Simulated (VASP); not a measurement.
# AlN (P6_3mc) in VASP: notebook

The runs below take AlN through single point, with PBEsol.

All numbers are computed with VASP 6.6.1; they aren't measurements. Logs are shortened: lines on timing, memory, paths and dates and some standing lists are left out, and cuts for length are marked.

## 1. The cell of the first run

Symmetry: P6_3mc, No. 186, hexagonal system. Conventional cell: a = 3.250 Å, b = 3.250 Å, c = 4.826 Å, α = 90.00°, β = 90.00°, γ = 120.00°. Within 2.5 Å of Al (site symmetry 3m) lie 4 N at 1.91 to 1.94 Å. N (site symmetry 3m) has 4 Al at 1.91 to 1.94 Å within 2.5 Å.

## 2. Single point, PBEsol

File INCAR:

```
SYSTEM = AlN
PREC = Accurate
ENCUT = 520
EDIFF = 1E-7
ISMEAR = 0
SIGMA = 0.01
LREAL = .FALSE.
LASPH = .TRUE.
NELM = 100
ALGO = Normal
ISIF = 2
LWAVE = .FALSE.
LCHARG = .FALSE.
GGA = PS
NBANDS = 16
```

File KPOINTS:

```
Automatic mesh
0
G
  6 6 4
  0 0 0
```

File POSCAR:

```
AlN
1.0
    3.2500000000      0.0000000000      0.0000000000
   -1.6250000000      2.8145825623      0.0000000000
    0.0000000000      0.0000000000      4.8261117923
Al N
2 2
Direct
    0.3333333333      0.6666666667     -0.0082859907
    0.6666666667      0.3333333333      0.4917140093
    0.3333333333      0.6666666667      0.3882859907
    0.6666666667      0.3333333333      0.8882859907
```

Potentials or basis: VASP PAW PBE potentials, release 64 (Al, N).

Run with:

```console
$ cat potpaw_PBE.64/Al/POTCAR potpaw_PBE.64/N/POTCAR > POTCAR
$ mpirun -np 1 vasp_std > vasp.out
```

OUTCAR:

```text
SYSTEM = AlN
   PREC = Accurate
   ENCUT = 520
   EDIFF = 1E-7
   ISMEAR = 0
   LREAL = .FALSE.
   LASPH = .TRUE.
   NELM = 100
   ISIF = 2
   GGA = PS

 ion  position               nearest neighbor table
   1  0.333  0.667  0.992-   3 1.91   4 1.94   4 1.94   4 1.94   2 3.06   2 3.06   2 3.06   2 3.06
                             2 3.06   2 3.06
   2  0.667  0.333  0.492-   4 1.91   3 1.94   3 1.94   3 1.94   1 3.06   1 3.06   1 3.06   1 3.06
                             1 3.06   1 3.06
   3  0.333  0.667  0.388-   1 1.91   2 1.94   2 1.94   2 1.94
   4  0.667  0.333  0.888-   2 1.91   1 1.94   1 1.94   1 1.94

  LATTYP: Found a hexagonal cell.
 ALAT       =     3.2500000000
 C/A-ratio  =     1.4849574746

  Lattice vectors:

 A1 = (   3.2500000000,   0.0000000000,   0.0000000000)
 A2 = (  -1.6250000000,   2.8145825623,   0.0000000000)
 A3 = (   0.0000000000,   0.0000000000,   4.8261117923)

Analysis of symmetry for initial positions (statically):
=====================================================================
 Subroutine PRICEL returns:
 Original cell was already a primitive cell.

 Routine SETGRP: Setting up the symmetry group for a
 hexagonal supercell.

 Subroutine GETGRP returns: Found 12 space group operations
 (whereof  6 operations were pure point group operations)
 out of a pool of 24 trial point group operations.

The static configuration has the point symmetry C_3v.
 The point group associated with its full space group is C_6v.

Analysis of symmetry for dynamics (positions and initial velocities):
=====================================================================
 Subroutine PRICEL returns:
 Original cell was already a primitive cell.

 Routine SETGRP: Setting up the symmetry group for a
 hexagonal supercell.

 Subroutine GETGRP returns: Found 12 space group operations
 (whereof  6 operations were pure point group operations)
 out of a pool of 24 trial point group operations.

The dynamic configuration has the point symmetry C_3v.
 The point group associated with its full space group is C_6v.

 Subroutine INISYM returns: Found 12 space group operations
 (whereof  6 operations are pure point group operations),
 and found     1 'primitive' translations

----------------------------------------------------------------------------------------

                                     Primitive cell

  volume of cell :      44.1463

  direct lattice vectors                    reciprocal lattice vectors
     3.250000000  0.000000000  0.000000000     0.307692308  0.177646237  0.000000000
    -1.625000000  2.814582562  0.000000000     0.000000000  0.355292473  0.000000000
     0.000000000  0.000000000  4.826111792     0.000000000  0.000000000  0.207206141

  length of vectors
     3.250000000  3.250000000  4.826111792     0.355292473  0.355292473  0.207206141

  position of ions in fractional coordinates (direct lattice)
     0.333333333  0.666666667  0.991714009
     0.666666667  0.333333333  0.491714009
     0.333333333  0.666666667  0.388285991
     0.666666667  0.333333333  0.888285991

  ion indices of the primitive-cell ions
   primitive index   ion index
                 1           1
                 2           2
                 3           3
                 4           4

----------------------------------------------------------------------------------------

 KPOINTS: Automatic mesh

Automatic generation of k-mesh.
 Grid dimensions read from file:
 generate k-points for:    6    6    4

 Generating k-lattice:

  Cartesian coordinates                     Fractional coordinates (reciprocal lattice)
     0.051282051  0.029607706  0.000000000     0.166666667  0.000000000  0.000000000
     0.000000000  0.059215412  0.000000000     0.000000000  0.166666667  0.000000000
     0.000000000  0.000000000  0.051801535     0.000000000  0.000000000  0.250000000

  Length of vectors
     0.059215412  0.059215412  0.051801535

  Shift w.r.t. Gamma in fractional coordinates (k-lattice)
     0.000000000  0.000000000  0.000000000

 Subroutine IBZKPT returns following result:
 ===========================================

 Found     21 irreducible k-points:

 Following reciprocal coordinates:
            Coordinates               Weight
  0.000000  0.000000  0.000000      1.000000
  0.166667 -0.000000  0.000000      6.000000
  0.333333 -0.000000  0.000000      6.000000
  0.500000 -0.000000  0.000000      3.000000
  0.166667  0.166667  0.000000      6.000000
  0.333333  0.166667  0.000000     12.000000
[... 13 lines left out ...]
  0.333333  0.166667  0.500000     12.000000
  0.333333  0.333333  0.500000      2.000000
   k-points           NKPTS =     21   k-points in BZ     NKDIM =     21   number of bands    NBANDS=     16
   number of dos      NEDOS =    301   number of ions     NIONS =      4
   total plane-waves  NPLWV =  20736
   dimension x,y,z NGX =    24 NGY =   24 NGZ =   36
   dimension x,y,z NGXF=    48 NGYF=   48 NGZF=   72
   ions per type =               2   2
   NGX,Y,Z   is equivalent  to a cutoff of  12.28, 12.28, 12.40 a.u.
   NGXF,Y,Z  is equivalent  to a cutoff of  24.55, 24.55, 24.80 a.u.
 SYSTEM =  AlN
   PREC   = accura    normal or accurate (medium, high low for compatibility)
   ISTART =      0    job   : 0-new  1-cont  2-samecut
   ICHARG =      2    charge: 1-file 2-atom 10-const
   ISPIN  =      1    spin polarized calculation?
   LNONCOLLINEAR =      F non collinear calculations
   LSORBIT =      F    spin-orbit coupling
   LASPH  =      T    aspherical Exc in radial PAW
   ENCUT  =  520.0 eV  38.22 Ry    6.18 a.u.   6.04  6.04  8.97*2*pi/ulx,y,z
   NELM   =    100;   NELMIN=  2; NELMDL= -5     # of ELM steps
   EDIFF  = 0.1E-06   stopping-criterion for ELM
   LREAL  =      F    real-space projection
   EDIFFG = 0.1E-05   stopping-criterion for IOM
   NSW    =      0    number of steps for IOM
   IBRION =     -1    ionic relax: 0-MD 1-quasi-New 2-CG
   NFREE  =      0    steps in history (QN), initial steepest desc. (CG)
   ISIF   =      2    stress and relaxation
   ISYM   =      2    0-nonsym 1-usesym 2-fastsym
   POTIM  = 0.5000    time-step for ionic-motion
   TEBEG  =    0.0;   TEEND  =   0.0 temperature during run
   PSTRESS=    0.0 pullay stress
   NELECT =      16.0000    total number of electrons
   NUPDOWN=      -1.0000    fix difference up-down
   EMIN   =  10.00;   EMAX   =-10.00  energy-range for DOS
   EFERMI =   0.00;   METHOD = LEGACY
   ISMEAR =     0;   SIGMA  =   0.01  broadening in eV -4-tet -1-fermi 0-gaus
   EFERMI_NEDOS =   21; number of points for ismear=-14 and -15
   IALGO  =     38    algorithm
   IMIX   =      4    mixing-type and parameters
     AMIX     =   0.40;   BMIX     =  1.00
     AMIX_MAG =   1.60;   BMIX_MAG =  1.00
  volume/ion in A,a.u.               =      11.04        74.48
  Fermi-wavevector in a.u.,A,eV,Ry     =   1.167212  2.205712 18.536372  1.362385
  Thomas-Fermi vector in A             =   2.303716
   LORBIT       =      0    0 simple, 1 ext, 2 COOP (PROOUT), +10 PAW based schemes
   GGA     = PS    functional components
   LHFCALC =     F    Hartree Fock is set to
   AEXX    =    0.0000 exact exchange contribution
   IVDW    =     0    specifies the selected vdW correction
   LEPSILON=     F    determine dielectric tensor
   LRPA    =     F    only Hartree local field effects (RPA)
 non-spin polarized calculation
 Gauss-broadening in eV      SIGMA  =   0.01
  energy-cutoff  :      520.00
  volume of cell :       44.15
 maximum number of plane-waves:      1206
   NGX = 13   NGY = 13   NGZ = 17

 number of electron      16.0000002 magnetization

 Free energy of the ion-electron system (eV)
  ---------------------------------------------------
  ext. energy  EPLUGINS =         0.00000000
  ---------------------------------------------------
  free energy    TOTEN  =       -31.11077534 eV

  energy without entropy =      -31.11077534  energy(sigma->0) =      -31.11077534

 E-fermi :   6.0068     XC(G=0): -10.8680

 val. band max:        5.9574994754   @ k =   0.0000   0.0000   0.0000
 cond. band min:       9.2024312746   @ k =   0.0000   0.0000   0.0000
 fundamental gap:      3.2449317993
 Fermi energy:         6.0068445638

 k-point     1 :       0.0000    0.0000    0.0000
  band No.  band energies     occupation
      1      -9.2929      2.00000
      2      -6.9631      2.00000
      3       0.0053      2.00000
      4       4.3600      2.00000
      5       4.3600      2.00000
      6       5.2311      2.00000
[... 8 lines left out ...]
     15      17.6681      0.00000
     16      19.0940      0.00000

 k-point     2 :       0.1667   -0.0000    0.0000
  band No.  band energies     occupation
      1      -8.9840      2.00000
      2      -6.8372      2.00000
      3       0.3774      2.00000
      4       3.0791      2.00000
      5       3.9853      2.00000
      6       4.0259      2.00000
[... 8 lines left out ...]
     15      17.4841      0.00000
     16      17.6191      0.00000

 k-point     3 :       0.3333   -0.0000    0.0000
  band No.  band energies     occupation
      1      -8.1851      2.00000
      2      -6.6667      2.00000
      3       1.1224      2.00000
      4       1.3999      2.00000
      5       2.4258      2.00000
      6       3.4234      2.00000
[... 8 lines left out ...]
     15      17.4041      0.00000
     16      18.7103      0.00000

 k-point     4 :       0.5000   -0.0000    0.0000
  band No.  band energies     occupation
      1      -7.5348      2.00000
      2      -6.7752      2.00000
      3       0.3066      2.00000
      4       1.7185      2.00000
      5       2.3643      2.00000
      6       3.1908      2.00000
[... 8 lines left out ...]
     15      17.5770      0.00000
     16      19.9656      0.00000
[... 267 lines left out ...]
 k-point    19 :       0.1667    0.1667    0.5000
  band No.  band energies     occupation
      1      -7.6454      2.00000
      2      -7.6454      2.00000
      3       1.3230      2.00000
      4       1.3230      2.00000
      5       3.7182      2.00000
      6       3.7182      2.00000
[... 8 lines left out ...]
     15      17.7040      0.00000
     16      17.7040      0.00000

 k-point    20 :       0.3333    0.1667    0.5000
  band No.  band energies     occupation
      1      -7.1287      2.00000
      2      -7.1287      2.00000
      3       0.4342      2.00000
      4       0.4342      2.00000
      5       2.9152      2.00000
      6       2.9152      2.00000
[... 8 lines left out ...]
     15      18.3213      0.00000
     16      18.3213      0.00000

 k-point    21 :       0.3333    0.3333    0.5000
  band No.  band energies     occupation
      1      -6.9441      2.00000
      2      -6.9441      2.00000
      3       0.6441      2.00000
      4       0.6441      2.00000
      5       1.8529      2.00000
      6       1.8529      2.00000
[... 8 lines left out ...]
     15      18.9985      0.00000
     16      18.9985      0.00000

------------------------ aborting loop because EDIFF is reached ----------------------------------------

  FORCE on cell =-STRESS in cart. coord.  units (eV):
  Direction    XX          YY          ZZ          XY          YZ          ZX
  --------------------------------------------------------------------------------------
  -------------------------------------------------------------------------------------
  Total       -4.4920748     -4.4920748      0.0096244      0.0000000      0.0000000      0.0000000
  in kB     -163.0282377   -163.0282377      0.3492937      0.0000000      0.0000000      0.0000000
  external PRESSURE =    -108.5690606 kB  Pullay stress =       0.0000000 kB

 VOLUME and BASIS-vectors are now :
 -----------------------------------------------------------------------------
  energy-cutoff  :      520.00
  volume of cell :       44.15
      direct lattice vectors                 reciprocal lattice vectors
     3.250000000  0.000000000  0.000000000     0.307692308  0.177646237  0.000000000
    -1.625000000  2.814582562  0.000000000     0.000000000  0.355292473  0.000000000
     0.000000000  0.000000000  4.826111792     0.000000000  0.000000000  0.207206141

 POSITION                                       TOTAL-FORCE (eV/Angst)
 -----------------------------------------------------------------------------------
     -0.00000      1.87639      4.78612         0.000000      0.000000     -0.005779
      1.62500      0.93819      2.37307        -0.000000      0.000000     -0.005779
     -0.00000      1.87639      1.87391        -0.000000      0.000000      0.005779
      1.62500      0.93819      4.28697         0.000000     -0.000000      0.005779
 -----------------------------------------------------------------------------------
    total drift:                               -0.000000      0.000000     -0.000307

  FREE ENERGIE OF THE ION-ELECTRON SYSTEM (eV)
  ---------------------------------------------------
  free  energy   TOTEN  =       -31.1107753399 eV

  energy  without entropy=      -31.1107753399  energy(sigma->0) =      -31.11077534
```

Wall time 7.7 s (1 thread of Intel Xeon 6975P-C, shared host); peak memory 0.15 GiB.

Results:

```
Free energy            : -31.1108 eV
Pressure               : -10.9 GPa
Largest force          : 0.006 eV/Å
Band gap on the k mesh : 3.24 eV, direct
```

Forces in eV/Å, atoms in the order of the input:
```
Al   0.000  0.000 -0.006
Al   0.000  0.000 -0.006
N    0.000  0.000  0.006
N    0.000  0.000  0.006
```

Caveat: the PAW data sets were made with another functional, which shifts forces and pressure a little.

[end of part 1 of 2]
